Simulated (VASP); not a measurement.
Runs of VASP 6.6.1 on K. The structure is that of space group P6/mmm (No. 191), or close to it. The cells are those of the table. This isn't the form of K at room conditions, which is bcc.

```tsv
cell	k mesh	gap on the mesh (eV)	pressure (GPa)
a = 7.416, b = 7.416, c = 4.438 Å, angles 90.0, 90.0, 120.0°, 3 atoms	6 × 6 × 8	none	(a)
a = 7.522, b = 7.522, c = 4.501 Å, angles 90.0, 90.0, 120.0°, 3 atoms	6 × 6 × 8	none	(b)
a = 7.726, b = 7.726, c = 4.623 Å, angles 90.0, 90.0, 120.0°, 3 atoms	6 × 6 × 8	none	-0.1
a = 7.625, b = 7.625, c = 4.563 Å, angles 90.0, 90.0, 120.0°, 3 atoms	5 × 5 × 7	none	0.0
a = 7.307, b = 7.307, c = 4.372 Å, angles 90.0, 90.0, 120.0°, 3 atoms	6 × 6 × 8	none	0.5
```

Alike in all rows: task single point; level BLYP; potentials or basis VASP PAW PBE potentials, release 64 (K_sv); no spin polarisation; cutoff (eV) 520; smearing fermi-dirac 0.1 eV.

Problem. Fill in the values left out.

Solution. (a) 0.3; (b) 0.1.

Caveats: the PAW data sets were made with another functional, which shifts forces and pressure a little.

A gap of «none» marks levels without a gap at the run's occupations.
